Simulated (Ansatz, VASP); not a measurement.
## AlCo in VASP and in Ansatz

Contents of INCAR:

```
PREC = Accurate ; ENCUT = 520
EDIFF = 1E-6 ; ISMEAR = -1
SIGMA = 0.1 ; LREAL = F
LASPH = T ; NELM = 60
ALGO = Normal ; ISIF = 2
LWAVE = F ; LCHARG = T
GGA = PE ; LELF = T
LVHAR = T ; NBANDS = 20
```

KPOINTS

```
regular mesh
0
Gamma
  13 9 9
```

File POSCAR:

```
AlCo
1.0
    0.0000000000      0.0000000000      2.8528193275
    2.8528193275     -2.8528193275      0.0000000000
    2.8528193275      2.8528193275      0.0000000000
Co Al
2 2
Direct
    0.0000000000      0.0000000000      0.0000000000
    0.0000000000      0.5000000000      0.5000000000
    0.5000000000      0.5000000000      0.0000000000
    0.5000000000      0.0000000000      0.5000000000
```

Input for Ansatz:

```yaml
crystal:
  lattice:
    - [0.0, 0.0, 2.8528193275]
    - [2.8528193275, -2.8528193275, 0.0]
    - [2.8528193275, 2.8528193275, 0.0]
  atoms:
    - { symbol: Co, position: [0.0, 0.0, 0.0] }
    - { symbol: Co, position: [0.0, 0.5, 0.5] }
    - { symbol: Al, position: [0.5, 0.5, 0.0] }
    - { symbol: Al, position: [0.5, 0.0, 0.5] }
kpoints:
  mp_grid: { grid: [13, 9, 9] }
scf:
  occupations: { method: fermi_dirac, width: 0.1 }
hamiltonian:
  xc: pbe
  pseudopotentials: { kind: all_electron, lapw: { basis_error: 0.001 } }
output:
  forces: true
  stress: true
  eigenvalues: true
```

Alike in both runs: task single point; functional PBE; k mesh 13 × 9 × 9; occupations fermi-dirac, width 0.1 eV; no spin polarisation.

```csv
,VASP,Ansatz
version,VASP 6.6.1,Ansatz 0.2.0
potentials or method,"VASP PAW PBE potentials, release 64 (Co, Al), cutoff 520 eV","all-electron LAPW, scalar-relativistic"
```

|  | VASP | Ansatz | Ansatz less VASP |
| --- | --- | --- | --- |
| pressure (GPa) | 0.0 | 0.0 | -0.03 |

Ansatz ran all-electron here, and VASP with PAW potentials.
